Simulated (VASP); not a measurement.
# BAs (F-43m) in VASP: single point with LDA

Aim: the single point of BAs with LDA.

Everything below comes from runs of VASP 6.6.1. Logs are shortened: lines on timing, memory, paths and dates and some standing lists are left out, and cuts for length are marked.

### 1 The cell of the first run

The structure is cubic, space group F-43m (No. 216). The conventional cell has a = 4.733 Å, b = 4.733 Å, c = 4.733 Å, α = 90.00°, β = 90.00°, γ = 90.00°. B (site symmetry -43m) has 4 As at 2.05 Å within 2.7 Å. As (site symmetry -43m) has 4 B at 2.05 Å within 2.7 Å.

### 2 Single point, LDA (13.25 Å³/atom)

INCAR

```
SYSTEM = BAs
  PREC = Accurate
  ENCUT = 560
  EDIFF = 1E-6
  ISMEAR = 0
  SIGMA = 0.02
  LREAL = .False.
  LASPH = .True.
  NELM = 120
  ALGO = Normal
  ISIF = 2
  LWAVE = .False.
  LCHARG = .False.
  NBANDS = 16
  GGA_COMPAT = .False.
```

KPOINTS

```
Automatic mesh
0
Gamma
  8 8 8
  0 0 0
```

POSCAR

```
BAs
1.0
    0.0000000000      2.3663000000      2.3663000000
    2.3663000000      0.0000000000      2.3663000000
    2.3663000000      2.3663000000      0.0000000000
B As
1 1
Direct
    0.0000000000      0.0000000000      0.0000000000
    0.2500000000      0.2500000000      0.2500000000
```

Potentials or basis: VASP PAW LDA potentials, release 64 (B, As_d).

Command:

```sh
$ cat potpaw_LDA.64/B/POTCAR potpaw_LDA.64/As_d/POTCAR > POTCAR
$ mpirun -np 1 vasp_std > vasp.out
```

OUTCAR:

```text
SYSTEM = BAs
   PREC = Accurate
   ENCUT = 560
   EDIFF = 1E-6
   ISMEAR = 0
   LREAL = .False.
   LASPH = .True.
   NELM = 120
   ISIF = 2

 ion  position               nearest neighbor table
   1  0.000  0.000  0.000-   2 2.05   2 2.05   2 2.05   2 2.05
   2  0.250  0.250  0.250-   1 2.05   1 2.05   1 2.05   1 2.05

  LATTYP: Found a face centered cubic cell.
 ALAT       =     4.7326000000

  Lattice vectors:

 A1 = (   0.0000000000,   2.3663000000,   2.3663000000)
 A2 = (   2.3663000000,   0.0000000000,   2.3663000000)
 A3 = (   2.3663000000,   2.3663000000,   0.0000000000)

Analysis of symmetry for initial positions (statically):
=====================================================================
 Subroutine PRICEL returns:
 Original cell was already a primitive cell.

 Routine SETGRP: Setting up the symmetry group for a
 face centered cubic supercell.

 Subroutine GETGRP returns: Found 24 space group operations
 (whereof 24 operations were pure point group operations)
 out of a pool of 48 trial point group operations.

The static configuration has the point symmetry T_d .

Analysis of symmetry for dynamics (positions and initial velocities):
=====================================================================
 Subroutine PRICEL returns:
 Original cell was already a primitive cell.

 Routine SETGRP: Setting up the symmetry group for a
 face centered cubic supercell.

 Subroutine GETGRP returns: Found 24 space group operations
 (whereof 24 operations were pure point group operations)
 out of a pool of 48 trial point group operations.

The dynamic configuration has the point symmetry T_d .

 Subroutine INISYM returns: Found 24 space group operations
 (whereof 24 operations are pure point group operations),
 and found     1 'primitive' translations

----------------------------------------------------------------------------------------

                                     Primitive cell

  volume of cell :      26.4996

  direct lattice vectors                    reciprocal lattice vectors
     0.000000000  2.366300000  2.366300000    -0.211300342  0.211300342  0.211300342
     2.366300000  0.000000000  2.366300000     0.211300342 -0.211300342  0.211300342
     2.366300000  2.366300000  0.000000000     0.211300342  0.211300342 -0.211300342

  length of vectors
     3.346453553  3.346453553  3.346453553     0.365982929  0.365982929  0.365982929

  position of ions in fractional coordinates (direct lattice)
     0.000000000  0.000000000  0.000000000
     0.250000000  0.250000000  0.250000000

  ion indices of the primitive-cell ions
   primitive index   ion index
                 1           1
                 2           2

----------------------------------------------------------------------------------------

 KPOINTS: Automatic mesh

Automatic generation of k-mesh.
 Grid dimensions read from file:
 generate k-points for:    8    8    8

 Generating k-lattice:

  Cartesian coordinates                     Fractional coordinates (reciprocal lattice)
    -0.026412543  0.026412543  0.026412543     0.125000000  0.000000000  0.000000000
     0.026412543 -0.026412543  0.026412543     0.000000000  0.125000000  0.000000000
     0.026412543  0.026412543 -0.026412543     0.000000000  0.000000000  0.125000000

  Length of vectors
     0.045747866  0.045747866  0.045747866

  Shift w.r.t. Gamma in fractional coordinates (k-lattice)
     0.000000000  0.000000000  0.000000000

 Subroutine IBZKPT returns following result:
 ===========================================

 Found     29 irreducible k-points:

 Following reciprocal coordinates:
            Coordinates               Weight
  0.000000  0.000000  0.000000      1.000000
  0.125000  0.000000  0.000000      8.000000
  0.250000  0.000000  0.000000      8.000000
  0.375000  0.000000  0.000000      8.000000
  0.500000  0.000000  0.000000      4.000000
  0.125000  0.125000  0.000000      6.000000
[... 16 lines left out ...]
  0.500000  0.250000  0.125000     48.000000
 -0.375000  0.250000  0.125000     24.000000
 [... further k-points ...]
   k-points           NKPTS =     29   k-points in BZ     NKDIM =     29   number of bands    NBANDS=     16
   number of dos      NEDOS =    301   number of ions     NIONS =      2
   total plane-waves  NPLWV =  21952
   dimension x,y,z NGX =    28 NGY =   28 NGZ =   28
   dimension x,y,z NGXF=    56 NGYF=   56 NGZF=   56
   ions per type =               1   1
   NGX,Y,Z   is equivalent  to a cutoff of  13.91, 13.91, 13.91 a.u.
   NGXF,Y,Z  is equivalent  to a cutoff of  27.82, 27.82, 27.82 a.u.
 SYSTEM =  BAs
   PREC   = accura    normal or accurate (medium, high low for compatibility)
   ISTART =      0    job   : 0-new  1-cont  2-samecut
   ICHARG =      2    charge: 1-file 2-atom 10-const
   ISPIN  =      1    spin polarized calculation?
   LNONCOLLINEAR =      F non collinear calculations
   LSORBIT =      F    spin-orbit coupling
   LASPH  =      T    aspherical Exc in radial PAW
   ENCUT  =  560.0 eV  41.16 Ry    6.42 a.u.   6.46  6.46  6.46*2*pi/ulx,y,z
   NELM   =    120;   NELMIN=  2; NELMDL= -5     # of ELM steps
   EDIFF  = 0.1E-05   stopping-criterion for ELM
   LREAL  =      F    real-space projection
   EDIFFG = 0.1E-04   stopping-criterion for IOM
   NSW    =      0    number of steps for IOM
   IBRION =     -1    ionic relax: 0-MD 1-quasi-New 2-CG
   NFREE  =      0    steps in history (QN), initial steepest desc. (CG)
   ISIF   =      2    stress and relaxation
   ISYM   =      2    0-nonsym 1-usesym 2-fastsym
   POTIM  = 0.5000    time-step for ionic-motion
   TEBEG  =    0.0;   TEEND  =   0.0 temperature during run
   PSTRESS=    0.0 pullay stress
   NELECT =      18.0000    total number of electrons
   NUPDOWN=      -1.0000    fix difference up-down
   EMIN   =  10.00;   EMAX   =-10.00  energy-range for DOS
   EFERMI =   0.00;   METHOD = LEGACY
   ISMEAR =     0;   SIGMA  =   0.02  broadening in eV -4-tet -1-fermi 0-gaus
   EFERMI_NEDOS =   21; number of points for ismear=-14 and -15
   IALGO  =     38    algorithm
   IMIX   =      4    mixing-type and parameters
     AMIX     =   0.40;   BMIX     =  1.00
     AMIX_MAG =   1.60;   BMIX_MAG =  1.00
  volume/ion in A,a.u.               =      13.25        89.41
  Fermi-wavevector in a.u.,A,eV,Ry     =   1.439083  2.719473 28.177122  2.070960
  Thomas-Fermi vector in A             =   2.557978
   LORBIT       =      0    0 simple, 1 ext, 2 COOP (PROOUT), +10 PAW based schemes
   GGA     = CA    functional components
   LHFCALC =     F    Hartree Fock is set to
   AEXX    =    0.0000 exact exchange contribution
   IVDW    =     0    specifies the selected vdW correction
   LEPSILON=     F    determine dielectric tensor
   LRPA    =     F    only Hartree local field effects (RPA)
 non-spin polarized calculation
 Gauss-broadening in eV      SIGMA  =   0.02
  energy-cutoff  :      560.00
  volume of cell :       26.50
 maximum number of plane-waves:       821
 NGX is ok and might be reduce to    28
   NGX = 13   NGY = 13   NGZ = 13

 number of electron      18.0000004 magnetization

 Free energy of the ion-electron system (eV)
  ---------------------------------------------------
  ext. energy  EPLUGINS =         0.00000000
  ---------------------------------------------------
  free energy    TOTEN  =       -12.94021427 eV

  energy without entropy =      -12.94021427  energy(sigma->0) =      -12.94021427

 E-fermi :   5.2524     XC(G=0): -11.5719

 val. band max:        5.0897268896   @ k =   0.0000   0.0000   0.0000
 cond. band min:       6.2076248962   @ k =   0.3750   0.3750   0.0000
 fundamental gap:      1.1178980066
 Fermi energy:         5.2524058235

 k-point     1 :       0.0000    0.0000    0.0000
  band No.  band energies     occupation
      1     -30.8283      2.00000
      2     -30.8283      2.00000
      3     -30.8283      2.00000
      4     -30.8013      2.00000
      5     -30.8013      2.00000
      6     -10.5442      2.00000
[... 8 lines left out ...]
     15      18.4709      0.00000
     16      18.4709      0.00000

 k-point     2 :       0.1250    0.0000    0.0000
  band No.  band energies     occupation
      1     -30.8278      2.00000
      2     -30.8270      2.00000
      3     -30.8270      2.00000
      4     -30.8012      2.00000
      5     -30.8012      2.00000
      6     -10.2824      2.00000
[... 8 lines left out ...]
     15      16.9254      0.00000
     16      16.9254      0.00000

 k-point     3 :       0.2500    0.0000    0.0000
  band No.  band energies     occupation
      1     -30.8264      2.00000
      2     -30.8243      2.00000
      3     -30.8243      2.00000
      4     -30.8006      2.00000
      5     -30.8006      2.00000
      6      -9.5190      2.00000
[... 8 lines left out ...]
     15      16.5069      0.00000
     16      16.5069      0.00000

 k-point     4 :       0.3750    0.0000    0.0000
  band No.  band energies     occupation
      1     -30.8251      2.00000
      2     -30.8222      2.00000
      3     -30.8222      2.00000
      4     -30.7994      2.00000
      5     -30.7994      2.00000
      6      -8.3803      2.00000
[... 8 lines left out ...]
     15      18.0138      0.00000
     16      18.0138      0.00000
[... 324 lines left out ...]
 k-point    22 :       0.3750    0.2500    0.1250
  band No.  band energies     occupation
      1     -30.8284      2.00000
      2     -30.8206      2.00000
      3     -30.8197      2.00000
      4     -30.8033      2.00000
      5     -30.7983      2.00000
      6      -8.8522      2.00000
[... 8 lines left out ...]
     15      18.5584      0.00000
     16      19.4742      0.00000

 k-point    23 :       0.5000    0.2500    0.1250
  band No.  band energies     occupation
      1     -30.8260      2.00000
      2     -30.8204      2.00000
      3     -30.8169      2.00000
      4     -30.8025      2.00000
      5     -30.7981      2.00000
      6      -7.7550      2.00000
[... 8 lines left out ...]
     15      18.6499      0.00000
     16      20.7745      0.00000

 k-point    24 :      -0.3750    0.2500    0.1250
  band No.  band energies     occupation
      1     -30.8241      2.00000
      2     -30.8211      2.00000
      3     -30.8160      2.00000
      4     -30.8015      2.00000
      5     -30.7985      2.00000
      6      -7.0071      2.00000
[... 8 lines left out ...]
     15      19.5455      0.00000
     16      20.4548      0.00000

 [... further k-points ...]

------------------------ aborting loop because EDIFF is reached ----------------------------------------

  FORCE on cell =-STRESS in cart. coord.  units (eV):
  Direction    XX          YY          ZZ          XY          YZ          ZX
  --------------------------------------------------------------------------------------
  -------------------------------------------------------------------------------------
  Total        0.1660071      0.1660071      0.1660071      0.0000000      0.0000000     -0.0000000
  in kB       10.0368619     10.0368619     10.0368619      0.0000000      0.0000000     -0.0000000
  external PRESSURE =      10.0368619 kB  Pullay stress =       0.0000000 kB

 VOLUME and BASIS-vectors are now :
 -----------------------------------------------------------------------------
  energy-cutoff  :      560.00
  volume of cell :       26.50
      direct lattice vectors                 reciprocal lattice vectors
     0.000000000  2.366300000  2.366300000    -0.211300342  0.211300342  0.211300342
     2.366300000  0.000000000  2.366300000     0.211300342 -0.211300342  0.211300342
     2.366300000  2.366300000  0.000000000     0.211300342  0.211300342 -0.211300342

 POSITION                                       TOTAL-FORCE (eV/Angst)
 -----------------------------------------------------------------------------------
      0.00000      0.00000      0.00000        -0.000000     -0.000000     -0.000000
      1.18315      1.18315      1.18315         0.000000      0.000000      0.000000
 -----------------------------------------------------------------------------------
    total drift:                                0.000001      0.000001      0.000001

  FREE ENERGIE OF THE ION-ELECTRON SYSTEM (eV)
  ---------------------------------------------------
  free  energy   TOTEN  =       -12.9402142739 eV

  energy  without entropy=      -12.9402142739  energy(sigma->0) =      -12.94021427
```

Run time: 8.7 s. Hardware: 1 thread of Intel Xeon Platinum 8559C (Emerald Rapids), shared host; peak memory 0.14 GiB.

Results:

```
Free energy            : -12.9402 eV
Pressure               : 1.0 GPa
Band gap on the k mesh : 1.12 eV (least direct gap 3.28 eV)
```
